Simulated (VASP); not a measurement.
The system is SnS2 (Berndtite-2T).

```
CELL_PARAMETERS angstrom
3.63900 0.00000 0.00000
-1.81950 3.15147 0.00000
0.00000 0.00000 5.86800
ATOMIC_POSITIONS crystal
Sn 0.00000 0.00000 0.00000
S 0.33333 0.66667 0.25000
S 0.66667 0.33333 0.75000
```

```yaml
Program: VASP 6.6.1
Task: relaxation of cell and atoms
Functional: PBE
Dispersion: D3(BJ)
Potentials_or_basis: VASP PAW PBE potentials, release 64 (Sn_d, S)
Cutoff: 600 eV
k_mesh: 9 × 9 × 6
Occupations: gaussian, width 0.02 eV
Spin: no spin polarisation
```

At the start: pressure 1.7 GPa; volume 22.43 Å³/atom.

Q: How do energy, volume and symmetry change on relaxing?

A: Over 17 steps the energy falls by 3.1 meV/atom and the volume is 22.55 Å³/atom (+0.5 %); space group P-3m1 (No. 164, to 0.05 Å).

Step by step:
| step | energy change (eV) | largest force (eV/Å) | pressure (GPa) | volume (Å³) |
| --- | --- | --- | --- | --- |
| 1 | 0.0000 | 0.2532 | 1.72 | 67.30 |
| 2 | -0.0012 | 0.1919 | -1.55 | 69.66 |
| 3 | -0.0080 | 0.0160 | -0.06 | 68.51 |
| 4 | -0.0080 | 0.0201 | 0.00 | 68.48 |
| 5 | -0.0082 | 0.0292 | 0.00 | 68.45 |
| 6 | -0.0085 | 0.0517 | -0.04 | 68.37 |
| 7 | -0.0087 | 0.0386 | -0.07 | 68.31 |
| 8 | -0.0091 | 0.0005 | -0.17 | 68.12 |
| 9 | -0.0088 | 0.0747 | -0.40 | 67.73 |
| 10 | -0.0092 | 0.0187 | -0.25 | 68.01 |
| 11 | -0.0093 | 0.0118 | -0.11 | 67.87 |
| 12 | -0.0093 | 0.0097 | -0.10 | 67.82 |
| 13 | -0.0094 | 0.0052 | -0.02 | 67.73 |
| 14 | -0.0094 | 0.0042 | -0.02 | 67.70 |
| 15 | -0.0094 | 0.0018 | 0.02 | 67.65 |
| 16 | -0.0094 | 0.0026 | -0.02 | 67.67 |
| 17 | -0.0094 | 0.0020 | 0.01 | 67.66 |

Final structure:
```cif
data_structure
_symmetry_space_group_name_H-M 'P 1'
_symmetry_Int_Tables_number 1
_cell_length_a 3.6669
_cell_length_b 3.6669
_cell_length_c 5.8102
_cell_angle_alpha 90.000
_cell_angle_beta 90.000
_cell_angle_gamma 120.000
_cell_volume 67.66
loop_
_atom_site_label
_atom_site_type_symbol
_atom_site_fract_x
_atom_site_fract_y
_atom_site_fract_z
_atom_site_occupancy
Sn1 Sn 0.00000 0.00000 0.00000 1
S1 S 0.33333 0.66667 0.25450 1
S2 S 0.66667 0.33333 0.74550 1
```
